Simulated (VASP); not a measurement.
A run of VASP 6.6.1 is set up as follows.

File INCAR:

```
PREC = Accurate
ENCUT = 600
EDIFF = 1E-6
ISMEAR = 0
SIGMA = 0.02
LREAL = F
LASPH = T
NELM = 80
ALGO = Normal
ISIF = 4
LWAVE = F
LCHARG = F
GGA = PE
IBRION = 2
NSW = 50
EDIFFG = -0.01
```

Contents of KPOINTS:

```
regular mesh
0
Gamma
  6 6 4
```

File POSCAR:

```
Al2InAs3
1.0
    4.2904205290      0.0000000000      0.0000000000
   -2.1452102645      3.7156131710      0.0000000000
    0.0000000000      0.0000000000     10.5146544515
Al In As
2 1 3
Direct
    0.0000000000      0.0000000000      0.0061504549
    0.6666666667      0.3333333333      0.3269136168
    0.3333333333      0.6666666667      0.6659802096
    0.0000000000      0.0000000000      0.7643569688
    0.3333333333      0.6666666667      0.4034241693
    0.6666666667      0.3333333333      0.0831745806
```

Potentials or basis: VASP PAW PBE potentials, release 64 (Al, In_d, As).

The run is started by

```sh
$ cat potpaw_PBE.64/Al/POTCAR potpaw_PBE.64/In_d/POTCAR potpaw_PBE.64/As/POTCAR > POTCAR
$ mpirun -np 1 vasp_std > vasp.out
```

What does it give for the band gap on the k mesh?

0.11 eV.

Step by step:
| step | energy change (eV) | largest force (eV/Å) | pressure (GPa) | volume (Å³) |
| --- | --- | --- | --- | --- |
| 1 | 0.0000 | 0.0560 | -4.56 | 167.62 |
| 2 | -0.0003 | 0.0277 | -4.55 | 167.62 |
| 3 | -0.0003 | 0.0149 | -4.55 | 167.62 |
| 4 | -0.0003 | 0.0089 | -4.54 | 167.62 |

Caveat: semilocal functionals underestimate gaps, and a narrow one can read as zero; spin-orbit coupling is left out, which moves the levels of the heavy elements.
